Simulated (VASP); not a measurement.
The system is YF5.

```
Y F
1.0
     4.04370    0.00000    0.00000
    -2.02185    3.50195    0.00000
     0.00000    0.00000    6.17545
Y F
1 5
Direct
  0.00000 0.00000 0.00000
  0.50000 0.00000 0.50000
  0.00000 0.50000 0.50000
  0.50000 0.50000 0.50000
  0.00000 0.00000 0.57688
  0.00000 0.00000 0.42312
```

```yaml
Program: VASP 6.6.1
Task: relaxation of cell and atoms
Functional: PBE
Potentials_or_basis: VASP PAW PBE potentials, release 64 (Y_sv, F)
Cutoff: 600 eV
k_mesh: 6 × 6 × 4
Occupations: gaussian, width 0.1 eV
Spin: no spin polarisation
```

At the start: pressure 67.9 GPa; volume 14.57 Å³/atom.

Q: Where does the relaxation end?

A: Over 44 steps the energy falls by 3585.7 meV/atom and the volume is 21.29 Å³/atom (+46.1 %); space group P6/mmm (No. 191, to 0.05 Å).

Step by step:
```csv
step,energy change (eV),largest force (eV/Å),pressure (GPa),volume (Å³)
1,0.0000,87.0414,67.89,87.45
3,-16.3300,1.1043,-21.62,173.26
5,-16.7190,1.8309,-17.13,170.71
7,-18.1495,8.1417,-1.21,152.29
9,-20.6303,3.6217,2.55,125.49
11,-21.0652,0.7288,2.66,111.88
13,-21.0952,0.0459,0.52,114.45
15,-21.0978,0.0220,0.25,115.32
17,-21.0998,0.4695,0.24,119.19
19,-21.1044,0.1930,-0.01,118.04
21,-21.1075,0.0802,-0.39,119.13
23,-21.1207,0.2203,-0.04,120.93
25,-21.1872,1.2685,1.23,127.07
27,-21.1409,2.3097,2.46,128.34
29,-21.1983,3.7907,3.04,131.49
31,-21.2980,2.9080,1.94,131.76
33,-21.4430,0.4679,-1.38,133.24
35,-21.4485,0.4001,-1.37,132.95
37,-21.4866,0.3058,-0.53,129.97
39,-21.5038,0.1512,0.56,126.49
41,-21.5125,0.2274,-0.07,127.49
43,-21.5138,0.0578,0.12,127.59
44,-21.5140,0.0346,0.08,127.74
```

Final structure:
```
Y F
1.0
     4.95058    0.00000    0.00000
    -2.47529    4.28733    0.00000
     0.00000    0.00000    6.01864
Y F
1 5
Direct
  0.00000 0.00000 0.00000
  0.50000 0.00000 0.50000
  0.00000 0.50000 0.50000
  0.50000 0.50000 0.50000
  0.00000 0.00000 0.31586
  0.00000 0.00000 0.68414
```

Caveat: the standard files for N, O and F lose accuracy on very short bonds; the volume moved by over 15 % at a fixed basis, so the end points are rough.
